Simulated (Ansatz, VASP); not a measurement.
# Two plane-wave programs on Co

```
Co
1.0
     2.49304    0.00000    0.00000
    -1.24652    2.15904    0.00000
     0.00000    0.00000   21.01000
Co
6
Direct
  0.83333 0.16667 0.26178
  0.16667 0.83333 0.35495
  0.83333 0.16667 0.45253
  0.16667 0.83333 0.54747
  0.83333 0.16667 0.64505
  0.16667 0.83333 0.73822
```

Alike in both runs: task single point; functional PBE; k mesh 15 × 15 × 1; occupations fermi-dirac, width 0.1 eV; collinear spin.

```csv
,VASP,Ansatz
version,VASP 6.6.1,Ansatz 0.2.0
potentials or method,"VASP PAW PBE potentials, release 64 (Co)","PAW with Ansatz's default frozen-core files, scalar-relativistic"
plane-wave cutoff (eV),520,420
valence electrons in the cell,54,102
```

VASP gave:

```
rms of the force components (eV/Å)                            : 0.011
net moment per atom (μB)                                      : 1.65
size of the moment on the site where the two differ most (μB) : 1.66
```

Problem. What did Ansatz give for the same quantities?

Solution. rms of the force components (eV/Å): 0.001; net moment per atom (μB): 1.66; size of the moment on the site where the two differ most (μB): 1.72.

Site moments also hang on the region over which each program counts them. Atom by atom the forces differ by 0.010 eV/Å (rms over components). VASP's potentials hold 54 valence electrons a cell and Ansatz's 102, so a difference there can come from the potentials and not from the codes. Ansatz's warnings: vacuum density over bound.
